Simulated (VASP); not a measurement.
# TePb (Fm-3m) in VASP: notebook, part 2 of 2

VASP 6.6.1. The steps go on from the part before.

### Step 3. Single point, r2SCAN

This run uses another cell than the first one, of 34.90 Å³/atom.

POSCAR

```
TePb
1.0
    0.0000000000      3.2678368409      3.2678368409
    3.2678368409      0.0000000000      3.2678368409
    3.2678368409      3.2678368409      0.0000000000
Pb Te
1 1
Direct
    0.0000000000      0.0000000000      0.0000000000
    0.5000000000      0.5000000000      0.5000000000
```

INCAR.step1

```
SYSTEM = TePb
PREC = Accurate
ENCUT = 520
ISMEAR = -1
SIGMA = 0.02
LREAL = .FALSE.
LASPH = .TRUE.
NELM = 80
NBANDS = 17
GGA = PE
ALGO = Normal
EDIFF = 1E-4
LWAVE = .TRUE.
LCHARG = .FALSE.
```

INCAR.step2

```
SYSTEM = TePb
PREC = Accurate
ENCUT = 520
EDIFF = 1E-6
ISMEAR = -1
SIGMA = 0.02
LREAL = .FALSE.
LASPH = .TRUE.
NELM = 80
ALGO = Normal
ISIF = 2
LWAVE = .FALSE.
LCHARG = .TRUE.
METAGGA = R2SCAN
LMIXTAU = .TRUE.
LELF = .TRUE.
LVHAR = .TRUE.
NBANDS = 17
ISTART = 1
```

KPOINTS

```
regular mesh
0
G
  6 6 6
  0 0 0
```

Potentials or basis: VASP PAW PBE potentials, release 64 (Pb_d, Te).

Command:

```bash
cat potpaw_PBE.64/Pb_d/POTCAR potpaw_PBE.64/Te/POTCAR > POTCAR
cp INCAR.step1 INCAR
mpirun -np 1 vasp_std > vasp.out
cp INCAR.step2 INCAR
mpirun -np 1 vasp_std > vasp.out
```

OUTCAR:

```text
SYSTEM = TePb
   PREC = Accurate
   ENCUT = 520
   EDIFF = 1E-6
   ISMEAR = -1
   LREAL = .FALSE.
   LASPH = .TRUE.
   NELM = 80
   ISIF = 2
   METAGGA = R2SCAN
   ISTART = 1

 ion  position               nearest neighbor table
   1  0.000  0.000  0.000-   2 3.27   2 3.27   2 3.27   2 3.27   2 3.27   2 3.27
   2  0.500  0.500  0.500-   1 3.27   1 3.27   1 3.27   1 3.27   1 3.27   1 3.27

  LATTYP: Found a face centered cubic cell.
 ALAT       =     6.5356736818

  Lattice vectors:

 A1 = (   0.0000000000,   3.2678368409,   3.2678368409)
 A2 = (   3.2678368409,   0.0000000000,   3.2678368409)
 A3 = (   3.2678368409,   3.2678368409,   0.0000000000)

Analysis of symmetry for initial positions (statically):
=====================================================================
 Subroutine PRICEL returns:
 Original cell was already a primitive cell.

 Routine SETGRP: Setting up the symmetry group for a
 face centered cubic supercell.

 Subroutine GETGRP returns: Found 48 space group operations
 (whereof 48 operations were pure point group operations)
 out of a pool of 48 trial point group operations.

The static configuration has the point symmetry O_h .

Analysis of symmetry for dynamics (positions and initial velocities):
=====================================================================
 Subroutine PRICEL returns:
 Original cell was already a primitive cell.

 Routine SETGRP: Setting up the symmetry group for a
 face centered cubic supercell.

 Subroutine GETGRP returns: Found 48 space group operations
 (whereof 48 operations were pure point group operations)
 out of a pool of 48 trial point group operations.

The dynamic configuration has the point symmetry O_h .

[... 99 lines left out ...]
   PSTRESS=    0.0 pullay stress
   NELECT =      20.0000    total number of electrons
   NUPDOWN=      -1.0000    fix difference up-down
   EMIN   =  10.00;   EMAX   =-10.00  energy-range for DOS
   EFERMI =   0.00;   METHOD = LEGACY
   ISMEAR =    -1;   SIGMA  =   0.02  broadening in eV -4-tet -1-fermi 0-gaus
   EFERMI_NEDOS =   21; number of points for ismear=-14 and -15
   IALGO  =     38    algorithm
   IMIX   =      4    mixing-type and parameters
     AMIX     =   0.40;   BMIX     =  1.00
     AMIX_MAG =   1.60;   BMIX_MAG =  1.00
  volume/ion in A,a.u.               =      34.90       235.49
  Fermi-wavevector in a.u.,A,eV,Ry     =   1.079314  2.039608 15.849680  1.164919
  Thomas-Fermi vector in A             =   2.215276
   LORBIT       =      0    0 simple, 1 ext, 2 COOP (PROOUT), +10 PAW based schemes
   METAGGA = R2SCAN    functional components
   LHFCALC =     F    Hartree Fock is set to
   AEXX    =    0.0000 exact exchange contribution
   IVDW    =     0    specifies the selected vdW correction
   LEPSILON=     F    determine dielectric tensor
   LRPA    =     F    only Hartree local field effects (RPA)
 non-spin polarized calculation
  energy-cutoff  :      520.00
  volume of cell :       69.79
 maximum number of plane-waves:      1895
 NGX is ok and might be reduce to    36
   NGX = 17   NGY = 17   NGZ = 17

 number of electron      20.0000002 magnetization

 Free energy of the ion-electron system (eV)
  ---------------------------------------------------
  ext. energy  EPLUGINS =         0.00000000
  ---------------------------------------------------
  free energy    TOTEN  =       -82.70640301 eV

  energy without entropy =      -82.70640301  energy(sigma->0) =      -82.70640301

 E-fermi :   5.5203     XC(G=0):  -9.6530

 val. band max:        5.0670542609   @ k =   0.5000   0.0000   0.0000
 cond. band min:       6.1599659196   @ k =   0.5000   0.0000   0.0000
 fundamental gap:      1.0929116587
 Fermi energy:         5.5203319051

 k-point     1 :       0.0000    0.0000    0.0000
  band No.  band energies     occupation
      1     -12.2490      2.00000
      2     -12.2490      2.00000
      3     -12.2399      2.00000
      4     -12.2399      2.00000
      5     -12.2399      2.00000
      6      -7.1536      2.00000
[... 297 lines left out ...]
      4     -12.2254      2.00000
      5     -12.2173      2.00000
      6      -5.3828      2.00000
[... 9 lines left out ...]
     16      16.2250      0.00000
     17      17.0920      0.00000

------------------------ aborting loop because EDIFF is reached ----------------------------------------

  FORCE on cell =-STRESS in cart. coord.  units (eV):
  Direction    XX          YY          ZZ          XY          YZ          ZX
  --------------------------------------------------------------------------------------
  -------------------------------------------------------------------------------------
  Total       -0.0066473     -0.0066473     -0.0066473      0.0000000      0.0000000      0.0000000
  in kB       -0.1525967     -0.1525967     -0.1525967      0.0000000      0.0000000      0.0000000
  external PRESSURE =      -0.1525967 kB  Pullay stress =       0.0000000 kB

 VOLUME and BASIS-vectors are now :
 -----------------------------------------------------------------------------
  energy-cutoff  :      520.00
  volume of cell :       69.79
      direct lattice vectors                 reciprocal lattice vectors
     0.000000000  3.267836841  3.267836841    -0.153006415  0.153006415  0.153006415
     3.267836841  0.000000000  3.267836841     0.153006415 -0.153006415  0.153006415
     3.267836841  3.267836841  0.000000000     0.153006415  0.153006415 -0.153006415

 POSITION                                       TOTAL-FORCE (eV/Angst)
 -----------------------------------------------------------------------------------
      0.00000      0.00000      0.00000         0.000000      0.000000      0.000000
      3.26784      3.26784      3.26784         0.000000      0.000000     -0.000000
 -----------------------------------------------------------------------------------
    total drift:                               -0.000000      0.000000      0.000000

  FREE ENERGIE OF THE ION-ELECTRON SYSTEM (eV)
  ---------------------------------------------------
  free  energy   TOTEN  =       -82.7064030096 eV

  energy  without entropy=      -82.7064030096  energy(sigma->0) =      -82.70640301
```

Run time: 45 s. Hardware: 1 thread of Intel Xeon Platinum 8488C (Sapphire Rapids), shared host; peak memory 0.21 GiB.

Results:

```yaml
Free_energy: -82.7064 eV
Pressure: 0.0 GPa
Band_gap_on_the_k_mesh: 1.09 eV
```

Levels at points of the mesh, in eV from the valence-band top:
```
           k point  band 6  band 7  band 8  band 9  band 10  band 11  band 12  band 13  band 14  band 15
(0.00, 0.00, 0.00)  -12.22   -5.72   -1.35   -1.35    -1.35     4.32     4.32     4.32     6.27     6.27
(0.50, 0.00, 0.00)  -10.80   -8.71   -0.90   -0.90     0.00     1.09     1.51     1.51     8.91     9.61
(0.50, 0.50, 0.00)  -10.56   -7.44   -4.41   -2.76    -2.76     3.74     5.71     5.71     6.97    10.46
```

Caveat: the PAW data sets were made with another functional, which shifts forces and pressure a little; spin-orbit coupling is left out, which moves the levels of the heavy elements. A k mesh can miss the band edges.

### Step 4. Single point, PBE

This run uses another cell than the first one, of 34.90 Å³/atom.

INCAR

```
  ALGO = Normal
  EDIFF = 1E-7
  ENCUT = 520
  GGA = PE
  ISIF = 2
  ISMEAR = -1
  LASPH = True
  LCHARG = False
  LREAL = False
  LWAVE = False
  NBANDS = 17
  NELM = 80
  PREC = Accurate
  SIGMA = 0.02
```

KPOINTS

```
k-points
0
Gamma
  8 8 8
```

POSCAR is that of step 3.

Command:

```bash
cat potpaw_PBE.64/Pb_d/POTCAR potpaw_PBE.64/Te/POTCAR > POTCAR
mpirun -np 1 vasp_std > vasp.out
```

Run time: 25 s. Hardware: 1 thread of Intel Xeon Platinum 8488C (Sapphire Rapids), shared host; peak memory 0.21 GiB.

It converged, with:

* Free energy: -7.5209 eV
* Pressure: 0.6 GPa
* Band gap on the k mesh: 0.80 eV

Levels at points of the mesh, in eV from the valence-band top:
```csv
k point,band 7,band 8,band 9,band 10,band 11,band 12,band 13,band 14
"(0.00, 0.00, 0.00)",-5.67,-1.21,-1.21,-1.21,4.04,4.04,4.04,5.88
"(0.50, 0.00, 0.00)",-8.41,-0.78,-0.78,0.00,0.80,1.36,1.36,8.36
"(0.50, 0.50, 0.00)",-7.24,-4.23,-2.60,-2.60,3.44,5.36,5.36,6.52
```

Caveat: spin-orbit coupling is left out, which moves the levels of the heavy elements.

### Step 5. Relaxation of cell and atoms, PBE

This run uses another cell than the first one, of 27.45 Å³/atom.

INCAR

```
SYSTEM = TePb
  PREC = Accurate
  ENCUT = 600
  EDIFF = 1E-6
  ISMEAR = -1
  SIGMA = 0.02
  LREAL = .False.
  LASPH = .True.
  NELM = 80
  ALGO = Normal
  ISIF = 3
  LWAVE = .False.
  LCHARG = .False.
  GGA = PE
  IBRION = 2
  NSW = 80
  EDIFFG = -0.005
```

KPOINTS

```
Automatic mesh
0
Gamma
  6 6 6
  0 0 0
```

POSCAR

```
TePb
1.0
    0.0000000000      3.0166510000      3.0166510000
    3.0166510000      0.0000000000      3.0166510000
    3.0166510000      3.0166510000      0.0000000000
Pb Te
1 1
Direct
    0.0000000000      0.0000000000      0.0000000000
    0.5000000000      0.5000000000      0.5000000000
```

Command:

```bash
cat potpaw_PBE.64/Pb_d/POTCAR potpaw_PBE.64/Te/POTCAR > POTCAR
mpirun -np 1 vasp_std > vasp.out
```

It took 41 s on 1 thread of Intel Xeon Platinum 8488C (Sapphire Rapids), shared host; peak memory 0.22 GiB.

It converged, with:

* Free energy: -7.5207 eV
* Relaxed volume: 35.39 Å³/atom
* Relaxed cell: a = 4.643 Å, b = 4.643 Å, c = 4.643 Å, α = 60.00°, β = 60.00°, γ = 60.00°
* Space group after relaxing (to 0.1 Å): Fm-3m (No. 225)
* Energy gained by relaxing: 346.6 meV/atom
* Ionic steps: 5
* Pressure after relaxing: 0.0 GPa
* Band gap on the k mesh: 0.83 eV

Step by step:
```
step  energy change (eV)  largest force (eV/Å)  pressure (GPa)  volume (Å³)
   1              0.0000                0.0000           17.68        54.90
   2             -0.5137                0.0000           -4.19        82.66
   3             -0.6931                0.0000            0.09        70.68
   4             -0.6930                0.0000           -0.12        71.02
   5             -0.6931                0.0000            0.02        70.78
```

Final structure:
```cif
data_structure
_symmetry_space_group_name_H-M 'P 1'
_symmetry_Int_Tables_number 1
_cell_length_a 4.6431
_cell_length_b 4.6431
_cell_length_c 4.6431
_cell_angle_alpha 60.000
_cell_angle_beta 60.000
_cell_angle_gamma 60.000
_cell_volume 70.78
loop_
_atom_site_label
_atom_site_type_symbol
_atom_site_fract_x
_atom_site_fract_y
_atom_site_fract_z
_atom_site_occupancy
Pb1 Pb 0.00000 0.00000 0.00000 1
Te1 Te 0.50000 0.50000 0.50000 1
```

Levels at points of the mesh, in eV from the valence-band top:
```csv
k point,band 7,band 8,band 9,band 10,band 11,band 12,band 13,band 14
"(0.00, 0.00, 0.00)",-5.71,-1.16,-1.16,-1.16,4.03,4.03,4.03,5.91
"(0.50, 0.00, 0.00)",-8.34,-0.73,-0.73,0.00,0.83,1.39,1.39,8.34
"(0.50, 0.50, 0.00)",-7.22,-4.12,-2.52,-2.52,3.50,5.31,5.31,6.44
```

Caveat: the volume moved by over 15 % at a fixed basis, so the end points are rough; spin-orbit coupling is left out, which moves the levels of the heavy elements. A k mesh can miss the band edges.

### Step 6. Single point, r2SCAN

This run uses another cell than the first one, of 34.90 Å³/atom.

POSCAR

```
TePb
1.0
    0.0000000000      3.2678368409      3.2678368409
    3.2678368409      0.0000000000      3.2678368409
    3.2678368409      3.2678368409      0.0000000000
Pb Te
1 1
Direct
    0.0000000000      0.0000000000      0.0000000000
    0.5000000000      0.5000000000      0.5000000000
```

INCAR.step1

```
PREC = Accurate ; ENCUT = 520
ISMEAR = 0 ; SIGMA = 0.01
LREAL = False ; LASPH = True
NELM = 60 ; NBANDS = 17
GGA = PE ; ALGO = Normal
EDIFF = 1E-4 ; LWAVE = True
LCHARG = False
```

INCAR.step2

```
PREC = Accurate ; ENCUT = 520
EDIFF = 1E-7 ; ISMEAR = 0
SIGMA = 0.01 ; LREAL = False
LASPH = True ; NELM = 60
ALGO = Normal ; ISIF = 2
LWAVE = False ; LCHARG = False
METAGGA = R2SCAN ; LMIXTAU = True
NBANDS = 17 ; ISTART = 1
```

KPOINTS

```
Automatic mesh
0
Gamma
  8 8 8
```

Potentials or basis: VASP PAW PBE potentials, release 64 (Pb_d, Te).

Command:

```bash
cat potpaw_PBE.64/Pb_d/POTCAR potpaw_PBE.64/Te/POTCAR > POTCAR
cp INCAR.step1 INCAR
mpirun -np 1 vasp_std > vasp.out
cp INCAR.step2 INCAR
mpirun -np 1 vasp_std > vasp.out
```

Wall time 86 s (1 thread of Intel Xeon Platinum 8488C (Sapphire Rapids), shared host); peak memory 0.23 GiB.

Results (log left out):

- Free energy: -82.7061 eV
- Pressure: 0.0 GPa
- Band gap on the k mesh: 1.09 eV

Levels at points of the mesh, in eV from the valence-band top:
```
           k point  band 7  band 8  band 9  band 10  band 11  band 12  band 13  band 14
(0.00, 0.00, 0.00)   -5.72   -1.35   -1.35    -1.35     4.32     4.32     4.32     6.27
(0.50, 0.00, 0.00)   -8.71   -0.90   -0.90     0.00     1.09     1.51     1.51     8.91
(0.50, 0.50, 0.00)   -7.44   -4.41   -2.76    -2.76     3.74     5.71     5.71     6.97
```

Caveat: the PAW data sets were made with another functional, which shifts forces and pressure a little; spin-orbit coupling is left out, which moves the levels of the heavy elements. A k mesh can miss the band edges.

### Step 7. The runs side by side

| task | level | cell | k mesh | cutoff (eV) | smearing | gap on the mesh (eV) | pressure (GPa) |
| --- | --- | --- | --- | --- | --- | --- | --- |
| single point | PBE | a = 4.645 Å, angles 60.0°, 2 atoms | 6 × 6 × 6 | 520 | fermi-dirac 0.02 eV | 0.83 | -0.1 |
| single point | r2SCAN | a = 4.621 Å, angles 60.0°, 2 atoms | 6 × 6 × 6 | 520 | fermi-dirac 0.02 eV | 1.09 | 0.0 |
| single point | PBE | a = 4.621 Å, angles 60.0°, 2 atoms | 8 × 8 × 8 | 520 | fermi-dirac 0.02 eV | 0.80 | 0.6 |
| relaxation of cell and atoms | PBE | relaxed from a = 4.266 Å, angles 60.0°, 2 atoms | 6 × 6 × 6 | 600 | fermi-dirac 0.02 eV | 0.83 | 0.0 |
| single point | r2SCAN | a = 4.621 Å, angles 60.0°, 2 atoms | 8 × 8 × 8 | 520 | gaussian 0.01 eV | 1.09 | 0.0 |

Alike in all rows: potentials or basis VASP PAW PBE potentials, release 64 (Pb_d, Te); no spin polarisation.

Caveats: spin-orbit coupling is left out, which moves the levels of the heavy elements; the PAW data sets were made with another functional, which shifts forces and pressure a little (at least some runs); the volume moved by over 15 % at a fixed basis, so the end points are rough (at least some runs).

Total energies depend on the potentials used, so only differences within one code and one set of settings carry meaning.
